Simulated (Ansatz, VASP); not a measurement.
## Two plane-wave programs on KBr

```
K Br
1.0
     0.00000    3.68830    3.68830
     3.68830    0.00000    3.68830
     3.68830    3.68830    0.00000
K Br
1 1
Direct
  0.00000 0.00000 0.00000
  0.25000 0.25000 0.25000
```

Alike in both runs: task single point; functional PBEsol; k mesh 4 × 4 × 4; no spin polarisation.

```csv
,VASP,Ansatz
version,VASP 6.6.1,Ansatz 0.2.0
potentials or method,"VASP PAW PBE potentials, release 64 (K_sv, Br)","plane waves, PAW"
plane-wave cutoff (eV),520,420
occupations,"gaussian, width 0.01 eV",fixed
valence electrons in the cell,16,16
```

```csv
,VASP,Ansatz,Ansatz less VASP
gap on the k mesh at the Fermi level (eV),4.29,4.29,+0.002
pressure (GPa),-0.2,-0.2,-0.03
```

VASP's potentials were made for PBE, not for PBEsol. Ansatz's warnings: xc potential rough in thin density.
